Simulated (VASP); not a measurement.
Runs of VASP 6.6.1 on Mg. The structure is that of space group P6_3/mmc (No. 194), or close to it. The cells are those of the table. 

```csv
task,cell,cutoff (eV),smearing,gap on the mesh (eV),pressure (GPa),relaxed volume (Å³/atom)
single point,"a = 3.151, b = 3.151, c = 5.024 Å, angles 90.0, 90.0, 120.0°, 2 atoms",520,gaussian 0.1 eV,none,-0.3,-
relaxation of cell and atoms,"relaxed from a = 3.209, b = 3.209, c = 5.210 Å, angles 90.0, 90.0, 120.0°, 2 atoms",600,gaussian 0.1 eV,none,0.0,21.42
single point,"a = 3.147, b = 3.147, c = 5.049 Å, angles 90.0, 90.0, 120.0°, 2 atoms",520,fermi-dirac 0.15 eV,none,-0.3,-
relaxation of cell and atoms,"relaxed from a = 3.151, b = 3.151, c = 5.024 Å, angles 90.0, 90.0, 120.0°, 2 atoms",600,fermi-dirac 0.15 eV,none,0.0,(a)
```

Alike in all rows: level LDA; potentials or basis VASP PAW LDA potentials, release 64 (Mg); no spin polarisation; k mesh 12 × 12 × 8.

**Question.** Fill in the values left out.

**Answer.** (a) 21.47.

A gap of «none» marks levels without a gap at the run's occupations.
